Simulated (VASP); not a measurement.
**RbBr: single point with PBE0**

Crystal: RbBr.

```xyz
2
Lattice="0.0000 3.4942 3.4942 3.4942 0.0000 3.4942 3.4942 3.4942 0.0000" Properties=species:S:1:pos:R:3 pbc="T T T"
Rb    0.0000    0.0000    0.0000
Br    3.4942    3.4942    3.4942
```

- Program: VASP 6.6.1
- Task: single point
- Functional: PBE0
- Potentials or basis: VASP PAW PBE potentials, release 64 (Rb_sv, Br)
- Cutoff: 520 eV
- k mesh: 4 × 4 × 4
- Occupations: fermi-dirac, width 0.05 eV
- Spin: no spin polarisation

```
Pressure               : -0.1 GPa
Band gap on the k mesh : 6.10 eV, direct
```

Levels at points of the mesh, in eV from the valence-band top:
| k point | band 6 | band 7 | band 8 | band 9 | band 10 | band 11 |
| --- | --- | --- | --- | --- | --- | --- |
| (0.00, 0.00, 0.00) | 0.00 | 0.00 | 0.00 | 6.10 | 9.28 | 9.28 |
| (0.50, 0.00, 0.00) | -0.94 | -0.32 | -0.32 | 8.54 | 9.52 | 11.50 |
| (0.50, 0.50, 0.00) | -0.50 | -0.17 | -0.17 | 7.55 | 8.94 | 10.87 |

Run time: 6 min on 1 thread of Oxide Virtual Turin-like Processor, with other jobs on the host, peak memory 0.21 GiB.

Caveat: the PAW data sets were made with another functional, which shifts forces and pressure a little.
